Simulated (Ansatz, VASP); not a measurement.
**One calculation of Ba3Al, two programs**

```xyz
4
Lattice="-2.8175 2.8175 5.2994 2.8175 -2.8175 5.2994 2.8175 2.8175 -5.2994" Properties=species:S:1:pos:R:3 pbc="T T T"
Ba    0.0000    0.0000    5.2994
Ba    2.8175    0.0000    2.6497
Ba    0.0000    2.8175    2.6497
Al    0.0000    0.0000    0.0000
```

Alike in both runs: functional PBE; k mesh 6 × 6 × 6; occupations gaussian, width 0.1 eV; no spin polarisation.

Ansatz relaxed the structure, and its values are those at the end. VASP's run is a single point on that final structure, the one shown.

```csv
,VASP,Ansatz
version,VASP 6.6.1,Ansatz 0.2.0
potentials or method,"VASP PAW PBE potentials, release 64 (Ba_sv, Al), cutoff 520 eV","scalar-relativistic, plane waves, PAW"
valence electrons in the cell,33,33
```

Ansatz gave:

| Item | Value |
| --- | --- |
| gap on the k mesh at the Fermi level (eV) | none |
| pressure (GPa) | 0.1 |

Problem. Which values does VASP return?

Solution. gap on the k mesh at the Fermi level (eV): none; pressure (GPa): 0.3.

A gap of «none» marks a metal or a gap that the smearing closes.

Neither program's run includes spin-orbit coupling.
